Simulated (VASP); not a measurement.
# Ti3Br (Pm-3m) in VASP: notebook

Ti3Br is run at these levels: PBE; tasks: single point, relaxation of cell and atoms.

Everything below comes from runs of VASP 6.6.1. Logs are shortened: lines on timing, memory, paths and dates and some standing lists are left out, and cuts for length are marked.

### Step 1. The cell of the first run

It takes space group Pm-3m (No. 221, cubic). Conventional cell: a = 4.084 Å, b = 4.084 Å, c = 4.084 Å, α = 90.00°, β = 90.00°, γ = 90.00°. Ti (site symmetry 4/mmm) has 8 Ti at 2.89 Å and 4 Br at 2.89 Å within 3.8 Å. Br (site symmetry m-3m) has 12 Ti at 2.89 Å within 3.8 Å.

The cell was generated, and may not be a known phase.

### Step 2. Single point, PBE, collinear spin

INCAR reads:

```
SYSTEM = Ti3Br
  PREC = Accurate
  ENCUT = 520
  EDIFF = 1E-6
  ISMEAR = 0
  SIGMA = 0.1
  LREAL = .False.
  LASPH = .True.
  NELM = 150
  ALGO = Normal
  ISIF = 2
  LWAVE = .False.
  LCHARG = .False.
  ISPIN = 2
  MAGMOM = 1 1 1 0
  LORBIT = 11
  LMAXMIX = 4
  GGA = PE
  NBANDS = 34
```

KPOINTS reads:

```
regular mesh
0
Gamma
  4 4 4
  0 0 0
```

POSCAR reads:

```
Ti3Br
1.0
    4.0840857870      0.0000000000      0.0000000000
    0.0000000000      4.0840857870      0.0000000000
    0.0000000000      0.0000000000      4.0840857870
Ti Br
3 1
Direct
    0.0000000000      0.5000000000      0.5000000000
    0.5000000000      0.0000000000      0.5000000000
    0.5000000000      0.5000000000      0.0000000000
    0.0000000000      0.0000000000      0.0000000000
```

Potentials or basis: VASP PAW PBE potentials, release 64 (Ti_sv, Br).

Run with:

```console
> cat potpaw_PBE.64/Ti_sv/POTCAR potpaw_PBE.64/Br/POTCAR > POTCAR
> mpirun -np 1 vasp_std > vasp.out
```

OUTCAR:

```text
SYSTEM = Ti3Br
   PREC = Accurate
   ENCUT = 520
   EDIFF = 1E-6
   ISMEAR = 0
   LREAL = .False.
   LASPH = .True.
   NELM = 150
   ISIF = 2
   ISPIN = 2
   LORBIT = 11
   GGA = PE

 ion  position               nearest neighbor table
   1  0.000  0.500  0.500-   2 2.89   3 2.89   3 2.89   2 2.89   2 2.89   3 2.89   3 2.89   2 2.89

   2  0.500  0.000  0.500-   1 2.89   3 2.89   3 2.89   1 2.89   3 2.89   3 2.89   1 2.89   1 2.89

   3  0.500  0.500  0.000-   1 2.89   2 2.89   1 2.89   2 2.89   2 2.89   2 2.89   1 2.89   1 2.89

   4  0.000  0.000  0.000-

  LATTYP: Found a simple cubic cell.
 ALAT       =     4.0840857870

  Lattice vectors:

 A1 = (   4.0840857870,   0.0000000000,   0.0000000000)
 A2 = (   0.0000000000,   4.0840857870,   0.0000000000)
 A3 = (   0.0000000000,   0.0000000000,   4.0840857870)

Analysis of symmetry for initial positions (statically):
=====================================================================
 Subroutine PRICEL returns:
 Original cell was already a primitive cell.

 Routine SETGRP: Setting up the symmetry group for a
 simple cubic supercell.

 Subroutine GETGRP returns: Found 48 space group operations
 (whereof 48 operations were pure point group operations)
 out of a pool of 48 trial point group operations.

The static configuration has the point symmetry O_h .

Analysis of symmetry for dynamics (positions and initial velocities):
=====================================================================
 Subroutine PRICEL returns:
 Original cell was already a primitive cell.

 Routine SETGRP: Setting up the symmetry group for a
 simple cubic supercell.

 Subroutine GETGRP returns: Found 48 space group operations
 (whereof 48 operations were pure point group operations)
 out of a pool of 48 trial point group operations.

The dynamic configuration has the point symmetry O_h .

Analysis of structural, dynamic, and magnetic symmetry:
=====================================================================
 Subroutine PRICEL returns:
 Original cell was already a primitive cell.

 Routine SETGRP: Setting up the symmetry group for a
 simple cubic supercell.

 Subroutine GETGRP returns: Found 48 space group operations
 (whereof 48 operations were pure point group operations)
 out of a pool of 48 trial point group operations.

The overall configuration has the point symmetry O_h .

 Subroutine INISYM returns: Found 48 space group operations
 (whereof 48 operations are pure point group operations),
 and found     1 'primitive' translations
[... 110 lines left out ...]
   LHFCALC =     F    Hartree Fock is set to
   AEXX    =    0.0000 exact exchange contribution
   IVDW    =     0    specifies the selected vdW correction
   LEPSILON=     F    determine dielectric tensor
   LRPA    =     F    only Hartree local field effects (RPA)
 spin polarized calculation
 Gauss-broadening in eV      SIGMA  =   0.10
  energy-cutoff  :      520.00
  volume of cell :       68.12
 maximum number of plane-waves:      1856
   NGX = 15   NGY = 15   NGZ = 15

 number of electron      43.0000028 magnetization       0.0039364

 Free energy of the ion-electron system (eV)
  ---------------------------------------------------
  ext. energy  EPLUGINS =         0.00000000
  ---------------------------------------------------
  free energy    TOTEN  =       -23.93166934 eV

  energy without entropy =      -23.90004553  energy(sigma->0) =      -23.91585743

 E-fermi :   9.2805     XC(G=0): -11.5230

 val. band max:        9.2448207880   @ k =   0.2500   0.2500   0.2500
 cond. band min:       9.2811596119   @ k =   0.5000   0.5000   0.5000
 fundamental gap:      0.0363388239
 Fermi energy:         9.2805039359

 spin component 1

 k-point     1 :       0.0000    0.0000    0.0000
  band No.  band energies     occupation
      1     -47.5581      1.00000
      2     -47.4236      1.00000
      3     -47.4236      1.00000
      4     -24.0315      1.00000
      5     -24.0315      1.00000
      6     -24.0315      1.00000
[... 349 lines left out ...]
     32      12.6114      0.00000
     33      15.5398      0.00000
 Fermi energy:         9.2805039359

 spin component 2

 k-point     1 :       0.0000    0.0000    0.0000
  band No.  band energies     occupation
      1     -47.5573      1.00000
      2     -47.4228      1.00000
      3     -47.4228      1.00000
      4     -24.0306      1.00000
      5     -24.0306      1.00000
      6     -24.0306      1.00000
[... 349 lines left out ...]
     32      12.6124      0.00000
     33      15.5425      0.00000
 [bands above 33 left out]

------------------------ aborting loop because EDIFF is reached ----------------------------------------

  FORCE on cell =-STRESS in cart. coord.  units (eV):
  Direction    XX          YY          ZZ          XY          YZ          ZX
  --------------------------------------------------------------------------------------
  -------------------------------------------------------------------------------------
  Total        0.0353934      0.0353934      0.0353934     -0.0000000      0.0000000     -0.0000000
  in kB        0.8324304      0.8324304      0.8324304     -0.0000000      0.0000000     -0.0000000
  external PRESSURE =       0.8324304 kB  Pullay stress =       0.0000000 kB

 VOLUME and BASIS-vectors are now :
 -----------------------------------------------------------------------------
  energy-cutoff  :      520.00
  volume of cell :       68.12
      direct lattice vectors                 reciprocal lattice vectors
     4.084085787  0.000000000  0.000000000     0.244852839  0.000000000  0.000000000
     0.000000000  4.084085787  0.000000000     0.000000000  0.244852839  0.000000000
     0.000000000  0.000000000  4.084085787     0.000000000  0.000000000  0.244852839

 POSITION                                       TOTAL-FORCE (eV/Angst)
 -----------------------------------------------------------------------------------
      0.00000      2.04204      2.04204         0.000000      0.000000      0.000000
      2.04204      0.00000      2.04204         0.000000      0.000000      0.000000
      2.04204      2.04204      0.00000         0.000000      0.000000      0.000000
      0.00000      0.00000      0.00000         0.000000      0.000000      0.000000
 -----------------------------------------------------------------------------------
    total drift:                                0.000000      0.000000     -0.000000

  FREE ENERGIE OF THE ION-ELECTRON SYSTEM (eV)
  ---------------------------------------------------
  free  energy   TOTEN  =       -23.9316693351 eV

  energy  without entropy=      -23.9000455322  energy(sigma->0) =      -23.91585743

 total charge

# of ion       s       p       d       tot
------------------------------------------
    1        2.213   6.075   2.029  10.317
    2        2.213   6.075   2.029  10.317
    3        2.213   6.075   2.029  10.317
    4        1.630   3.052   0.148   4.830
--------------------------------------------------
tot          8.268  21.277   6.237  35.782

 magnetization (x)

# of ion       s       p       d       tot
------------------------------------------
    1        0.000   0.000   0.001   0.001
    2        0.000   0.000   0.001   0.001
    3        0.000   0.000   0.001   0.001
    4        0.000  -0.000   0.000  -0.000
--------------------------------------------------
tot          0.000   0.000   0.002   0.002
```

OSZICAR:

```text
N       E                     dE             d eps       ncg     rms          rms(c)
DAV:   1     0.545198908311E+03    0.54520E+03   -0.21414E+04  1360   0.151E+03
DAV:   2     0.390794890211E+02   -0.50612E+03   -0.48845E+03  1380   0.466E+02
DAV:   3    -0.199159974749E+02   -0.58995E+02   -0.56850E+02  2180   0.139E+02
DAV:   4    -0.254364467799E+02   -0.55204E+01   -0.54220E+01  1886   0.401E+01
DAV:   5    -0.257135972011E+02   -0.27715E+00   -0.27698E+00  1914   0.709E+00    0.201E+01
DAV:   6    -0.239613756768E+02    0.17522E+01   -0.65001E+00  1674   0.186E+01    0.735E+00
DAV:   7    -0.238846879008E+02    0.76688E-01   -0.96741E-01  1690   0.532E+00    0.655E+00
DAV:   8    -0.239158758262E+02   -0.31188E-01   -0.98158E-02  1750   0.189E+00    0.462E+00
DAV:   9    -0.239275374167E+02   -0.11662E-01   -0.20272E-02  1620   0.912E-01    0.201E+00
DAV:  10    -0.239315032551E+02   -0.39658E-02   -0.11532E-02  1764   0.743E-01    0.460E-01
DAV:  11    -0.239316033854E+02   -0.10013E-03   -0.11913E-03  1612   0.242E-01    0.160E-01
DAV:  12    -0.239316284559E+02   -0.25071E-04   -0.11756E-04  1826   0.632E-02    0.103E-01
DAV:  13    -0.239316554447E+02   -0.26989E-04   -0.77933E-05  1480   0.561E-02    0.337E-02
DAV:  14    -0.239316649728E+02   -0.95281E-05   -0.11299E-05  1918   0.190E-02    0.177E-02
DAV:  15    -0.239316688424E+02   -0.38697E-05   -0.42512E-06  1410   0.125E-02    0.632E-03
DAV:  16    -0.239316693351E+02   -0.49268E-06   -0.61152E-07   764   0.603E-03
   1 F= -.23931669E+02 E0= -.23915857E+02  d E =-.316238E-01  mag=     0.0025
```

stdout:

```text
POSCAR found type information on POSCAR TiBr
 POSCAR found :  2 types and       4 ions
 scaLAPACK will be used
 LDA part: xc-table for (Slater+PW92), standard interpolation
 POSCAR, INCAR and KPOINTS ok, starting setup
 FFT: planning ... GRIDC
 FFT: planning ... GRID_SOFT
 FFT: planning ... GRID
 WAVECAR not read
 entering main loop
```

Run time: 59 s. Hardware: 1 thread of Intel Xeon Platinum 8259CL at 2.50GHz (Skylake/Cascade Lake), shared host; peak memory 0.2 GiB.

Results:

* Free energy: -23.9317 eV
* Pressure: 0.1 GPa
* Net moment: 0.00 μB per cell
* Valence electrons inside the program's atomic spheres: Ti 10.32; Br 4.83

Caveat: the k points lie up to 0.38 Å⁻¹ apart.

### Step 3. Single point, PBE, collinear spin

This run uses another cell than the first one, of 20.76 Å³/atom.

INCAR reads:

```
  PREC = Accurate
  ENCUT = 520
  EDIFF = 1E-7
  ISMEAR = 0
  SIGMA = 0.1
  LREAL = F
  LASPH = T
  NELM = 150
  ALGO = Normal
  ISIF = 2
  LWAVE = F
  LCHARG = F
  ISPIN = 2
  MAGMOM = 1 1 1 0
  LORBIT = 11
  LMAXMIX = 4
  GGA = PE
  NBANDS = 34
```

KPOINTS reads:

```
regular mesh
0
Gamma
  4 4 4
```

POSCAR reads:

```
Ti3Br
1.0
    4.3630898000      0.0000000000      0.0000000000
    0.0000000000      4.3630898000      0.0000000000
    0.0000000000      0.0000000000      4.3630898000
Ti Br
3 1
Direct
    0.0000000000      0.5000000000      0.5000000000
    0.5000000000      0.0000000000      0.5000000000
    0.5000000000      0.5000000000      0.0000000000
    0.0000000000      0.0000000000      0.0000000000
```

Potentials or basis: VASP PAW PBE potentials, release 64 (Ti_sv, Br).

Run with:

```console
> cat potpaw_PBE.64/Ti_sv/POTCAR potpaw_PBE.64/Br/POTCAR > POTCAR
> mpirun -np 1 vasp_std > vasp.out
```

Wall time 63 s (1 thread of Intel Xeon Platinum 8259CL at 2.50GHz (Skylake/Cascade Lake), shared host); peak memory 0.22 GiB.

Results (log left out):

```
Free energy                                           : -23.3585 eV
Pressure                                              : -9.8 GPa
Net moment                                            : 1.26 μB per cell
Site moments                                          : Ti +0.28; Br +0.02 μB
Valence electrons inside the program's atomic spheres : Ti 10.13; Br 4.76
```

Levels at points of the mesh, in eV from the Fermi level:
Spin up:
```tsv
k point	band 18	band 19	band 20	band 21	band 22	band 23	band 24	band 25	band 26	band 27
(0.00, 0.00, 0.00)	-2.06	-2.06	-1.22	-1.22	-1.22	-1.04	1.00	1.00	1.00	2.10
(0.50, 0.00, 0.00)	-1.23	-0.98	-0.73	-0.21	-0.04	-0.04	0.35	0.63	0.63	1.15
(0.50, 0.50, 0.00)	-0.62	-0.62	-0.59	0.10	0.10	0.53	0.72	0.72	0.72	0.77
(0.50, 0.50, 0.50)	-2.19	-2.19	-0.23	0.12	0.12	0.12	0.14	1.08	1.08	1.08
```
Spin down:
| k point | band 16 | band 17 | band 18 | band 19 | band 20 | band 21 | band 22 | band 23 | band 24 | band 25 |
| --- | --- | --- | --- | --- | --- | --- | --- | --- | --- | --- |
| (0.00, 0.00, 0.00) | -5.46 | -3.96 | -1.64 | -1.64 | -1.00 | -1.00 | -1.00 | -0.79 | 1.21 | 1.21 |
| (0.50, 0.00, 0.00) | -5.65 | -2.06 | -0.92 | -0.55 | -0.51 | 0.17 | 0.17 | 0.23 | 0.56 | 0.84 |
| (0.50, 0.50, 0.00) | -5.75 | -1.83 | -0.38 | -0.35 | -0.35 | 0.33 | 0.33 | 0.76 | 0.95 | 1.06 |
| (0.50, 0.50, 0.50) | -6.17 | -1.97 | -1.97 | -1.97 | -0.02 | 0.24 | 0.51 | 0.51 | 0.51 | 1.29 |

Caveat: the k points lie up to 0.36 Å⁻¹ apart.

### Step 4. Single point, PBE

INCAR reads:

```
SYSTEM = Ti3Br
ALGO     = Normal         ! electronic algorithm
EDIFF    = 1E-7           ! SCF threshold, eV
ENCUT    = 520            ! plane-wave cutoff, eV
GGA      = PE             ! functional
ISIF     = 2              ! what is computed and relaxed
ISMEAR   = 0              ! smearing method
LASPH    = .TRUE.         ! aspherical terms in the spheres
LCHARG   = .FALSE.        ! write CHGCAR
LREAL    = .FALSE.        ! projectors in reciprocal space
LWAVE    = .FALSE.        ! write WAVECAR
NBANDS   = 30             ! bands
NELM     = 60             ! most SCF steps
PREC     = Accurate       ! precision mode
SIGMA    = 0.1            ! smearing width, eV
```

KPOINTS reads:

```
k-points
0
G
  12 12 12
  0 0 0
```

POSCAR reads:

```
Ti3Br
1.0
    4.0840857870      0.0000000000      0.0000000000
    0.0000000000      4.0840857870      0.0000000000
    0.0000000000      0.0000000000      4.0840857870
Ti Br
3 1
Direct
    0.0000000000      0.5000000000      0.5000000000
    0.5000000000      0.0000000000      0.5000000000
    0.5000000000      0.5000000000      0.0000000000
    0.0000000000      0.0000000000      0.0000000000
```

Potentials or basis: VASP PAW PBE potentials, release 64 (Ti_sv, Br).

Run with:

```console
> cat potpaw_PBE.64/Ti_sv/POTCAR potpaw_PBE.64/Br/POTCAR > POTCAR
> mpirun -np 1 vasp_std > vasp.out
```

OUTCAR:

```text
SYSTEM = Ti3Br
   EDIFF = 1E-7
   ENCUT = 520
   GGA = PE
   ISIF = 2
   ISMEAR = 0
   LASPH = .TRUE.
   LREAL = .FALSE.
   NELM = 60
   PREC = Accurate

 ion  position               nearest neighbor table
   1  0.000  0.500  0.500-   2 2.89   3 2.89   3 2.89   2 2.89   2 2.89   3 2.89   3 2.89   2 2.89

   2  0.500  0.000  0.500-   1 2.89   3 2.89   3 2.89   1 2.89   3 2.89   3 2.89   1 2.89   1 2.89

   3  0.500  0.500  0.000-   1 2.89   2 2.89   1 2.89   2 2.89   2 2.89   2 2.89   1 2.89   1 2.89

[... 986 lines left out ...]
     30      11.4607      0.00000

 [... further k-points ...]
[... 5 lines left out ...]
  --------------------------------------------------------------------------------------
  -------------------------------------------------------------------------------------
  Total       -0.0047122     -0.0047122     -0.0047122      0.0000000     -0.0000000      0.0000000
  in kB       -0.1108282     -0.1108282     -0.1108282      0.0000000     -0.0000000      0.0000000
  external PRESSURE =      -0.1108282 kB  Pullay stress =       0.0000000 kB

 VOLUME and BASIS-vectors are now :
 -----------------------------------------------------------------------------
  energy-cutoff  :      520.00
  volume of cell :       68.12
      direct lattice vectors                 reciprocal lattice vectors
     4.084085787  0.000000000  0.000000000     0.244852839  0.000000000  0.000000000
     0.000000000  4.084085787  0.000000000     0.000000000  0.244852839  0.000000000
     0.000000000  0.000000000  4.084085787     0.000000000  0.000000000  0.244852839

 POSITION                                       TOTAL-FORCE (eV/Angst)
 -----------------------------------------------------------------------------------
      0.00000      2.04204      2.04204         0.000000      0.000000      0.000000
      2.04204      0.00000      2.04204         0.000000      0.000000      0.000000
      2.04204      2.04204      0.00000         0.000000      0.000000      0.000000
      0.00000      0.00000      0.00000         0.000000      0.000000      0.000000
 -----------------------------------------------------------------------------------
    total drift:                                0.000000      0.000000     -0.000000

  FREE ENERGIE OF THE ION-ELECTRON SYSTEM (eV)
  ---------------------------------------------------
  free  energy   TOTEN  =       -23.9244839412 eV

  energy  without entropy=      -23.8934850908  energy(sigma->0) =      -23.90898452
```

OSZICAR:

```text
N       E                     dE             d eps       ncg     rms          rms(c)
DAV:   1     0.539346217790E+03    0.53935E+03   -0.21669E+04  5040   0.170E+03
DAV:   2     0.400348175783E+02   -0.49931E+03   -0.48695E+03  5124   0.514E+02
DAV:   3    -0.199520404915E+02   -0.59987E+02   -0.58142E+02  8330   0.153E+02
DAV:   4    -0.258828097966E+02   -0.59308E+01   -0.58435E+01  7594   0.442E+01
DAV:   5    -0.261865721364E+02   -0.30376E+00   -0.30333E+00  7322   0.842E+00    0.197E+01
DAV:   6    -0.240591279549E+02    0.21274E+01   -0.74430E+00  6506   0.221E+01    0.567E+00
DAV:   7    -0.238978781909E+02    0.16125E+00   -0.11106E+00  7094   0.525E+00    0.539E+00
DAV:   8    -0.239138383883E+02   -0.15960E-01   -0.87778E-02  7196   0.167E+00    0.379E+00
DAV:   9    -0.239255584843E+02   -0.11720E-01   -0.49960E-02  6046   0.158E+00    0.726E-01
DAV:  10    -0.239245674746E+02    0.99101E-03   -0.68122E-03  7492   0.450E-01    0.321E-01
DAV:  11    -0.239245160477E+02    0.51427E-04   -0.30109E-04  7194   0.900E-02    0.200E-01
DAV:  12    -0.239244849405E+02    0.31107E-04   -0.39898E-04  6606   0.119E-01    0.727E-02
DAV:  13    -0.239244809889E+02    0.39516E-05   -0.29768E-05  7390   0.323E-02    0.206E-02
DAV:  14    -0.239244839192E+02   -0.29303E-05   -0.49784E-06  6082   0.160E-02    0.136E-02
DAV:  15    -0.239244837711E+02    0.14808E-06   -0.94640E-07  7608   0.623E-03    0.658E-03
DAV:  16    -0.239244839477E+02   -0.17661E-06   -0.53040E-08  4008   0.209E-03    0.310E-03
DAV:  17    -0.239244839412E+02    0.64974E-08   -0.17071E-08  3834   0.100E-03
   1 F= -.23924484E+02 E0= -.23908985E+02  d E =-.309989E-01
```

Wall time 3 min (1 thread of Intel Xeon Platinum 8259CL at 2.50GHz (Skylake/Cascade Lake), shared host); peak memory 0.27 GiB.

Results:

- Free energy: -23.9245 eV
- Pressure: 0.0 GPa
- Band gap on the k mesh: zero (an odd number of electrons rules out a gap without spin polarisation)

Levels at points of the mesh, in eV from the Fermi level:
| k point | band 19 | band 20 | band 21 | band 22 | band 23 | band 24 | band 25 | band 26 |
| --- | --- | --- | --- | --- | --- | --- | --- | --- |
| (0.00, 0.00, 0.00) | -2.53 | -1.57 | -1.57 | -1.57 | -0.89 | 1.31 | 1.31 | 1.31 |
| (0.50, 0.00, 0.00) | -0.88 | -0.63 | -0.02 | 0.08 | 0.08 | 0.34 | 0.98 | 0.98 |
| (0.50, 0.50, 0.00) | -0.61 | -0.61 | 0.21 | 0.21 | 0.86 | 1.02 | 1.18 | 1.18 |
| (0.50, 0.50, 0.50) | -2.48 | 0.05 | 0.35 | 0.35 | 0.35 | 0.60 | 1.37 | 1.37 |

(Continued in part 2 of 2.)

The gap in the log of VASP goes by the Fermi energy; the results here count the filled bands.